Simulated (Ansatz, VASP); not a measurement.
**CdS: VASP beside Ansatz**

The input INCAR:

```
SYSTEM = CdS
PREC = Accurate ; ENCUT = 500
EDIFF = 1E-6 ; ISMEAR = 0
SIGMA = 0.01 ; LREAL = .False.
LASPH = .True. ; NELM = 120
ALGO = Normal ; ISIF = 2
LWAVE = .False. ; LCHARG = .False.
GGA = PE ; NBANDS = 26
GGA_COMPAT = .False.
```

The input KPOINTS:

```
Automatic mesh
0
Gamma
  4 4 2
  0 0 0
```

Contents of POSCAR:

```
CdS
1.0
    4.1465700000     -0.0383400000      0.0088800000
   -2.1064900000      3.6102900000      0.0157900000
    0.0144200000      0.0379300000      6.6997500000
Cd S
2 2
Direct
    0.3356000000      0.6513100000      0.0098000000
    0.6331262912      0.3213640414      0.4968835022
    0.3943400000      0.6938500000      0.3849000000
    0.6800500000      0.3472600000      0.8919100000
```

Input for Ansatz:

```yaml
crystal:
  lattice:
    - [4.14657, -0.03834, 0.00888]
    - [-2.10649, 3.61029, 0.01579]
    - [0.01442, 0.03793, 6.69975]
  atoms:
    - { symbol: Cd, position: [0.3356, 0.65131, 0.0098] }
    - { symbol: Cd, position: [0.6331262912216891, 0.3213640414114226, 0.4968835021933751] }
    - { symbol: S, position: [0.39434, 0.69385, 0.3849] }
    - { symbol: S, position: [0.68005, 0.34726, 0.89191] }
basis:
  ecutwfc: 540.0
  xc_grid: 2
kpoints:
  mp_grid:
    grid: [4, 4, 2]
hamiltonian:
  xc: pbe
scf:
  convergence:
    dr2_threshold: 1.0e-09
  occupations:
    method: fixed
output:
  forces: true
  stress: true
```

Alike in both runs: task single point; functional PBE; k mesh 4 × 4 × 2; no spin polarisation.

```csv
,VASP,Ansatz
version,VASP 6.6.1,Ansatz 0.2.0
potentials or method,"VASP PAW PBE potentials, release 64 (Cd, S), cutoff 500 eV","plane waves, PAW"
occupations,"gaussian, width 0.01 eV",fixed
valence electrons in the cell,36,52
```

Ansatz gave:

```
pressure (GPa)                                                : 3.7
traceless stress, the component that is largest in VASP (GPa) : -2.61
rms of the force components (eV/Å)                            : 0.595
```

**Question.** Which values does VASP return?

**Answer.** Pressure (GPa): 4.1; traceless stress, the component that is largest in VASP (GPa): -2.72; rms of the force components (eV/Å): 0.612.

Atom by atom the forces differ by 0.017 eV/Å (rms over components). VASP's potentials hold 36 valence electrons a cell and Ansatz's 52, so a difference there can come from the potentials and not from the codes. Ansatz's warnings: stress scf threshold loose.

The k mesh is coarse, so the values compare programs but aren't converged.
